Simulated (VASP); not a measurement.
Write the native input for VASP 6.6.1 that does the following.

```yaml
Task: single point
Functional: PBE
Potentials_or_basis: VASP PAW PBE potentials, release 64 (Bi_d, Te)
Cutoff: 520 eV
k_mesh: 12 × 12 × 12
Occupations: gaussian, width 0.15 eV
Spin: no spin polarisation
Dipole_correction: no
Further_INCAR_settings: ALGO = Normal; EDIFF = 1e-06; NBANDS = 18
```

The structure of BiTe lies in POSCAR:

```
BiTe
1.0
    2.4590483894      1.4197322496      3.3670513338
   -2.4590483894      1.4197322496      3.3670513338
    0.0000000000     -2.8394644991      3.3670513338
Bi Te
1 1
Direct
    0.5000000000      0.5000000000      0.5000000000
    0.0000000000      0.0000000000      0.0000000000
```

This cell differs from its parent crystal: strain +0.015 along x and y, +0.015 along z.

One way to write it, as run:

INCAR

```
PREC = Accurate ; ENCUT = 520
EDIFF = 1E-6 ; ISMEAR = 0
SIGMA = 0.15 ; LREAL = F
LASPH = T ; NELM = 80
ALGO = Normal ; ISIF = 2
LWAVE = F ; LCHARG = T
GGA = PE ; LELF = T
LVHAR = T ; NBANDS = 18
```

KPOINTS

```
Automatic mesh
0
Gamma
  12 12 12
```

Potentials or basis: VASP PAW PBE potentials, release 64 (Bi_d, Te).

Run with:

```console
$ cat potpaw_PBE.64/Bi_d/POTCAR potpaw_PBE.64/Te/POTCAR > POTCAR
$ mpirun -np 1 vasp_std > vasp.out
```

Results of the run:

```yaml
Pressure: -2.0 GPa
```

Caveat: the cell differs from its parent crystal (strain +0.015 along x and y, +0.015 along z).

Wall time 2.1 min on 1 thread of AMD EPYC 9R45 96-Core Processor (Zen 5), on a shared host, peak memory 0.35 GiB.
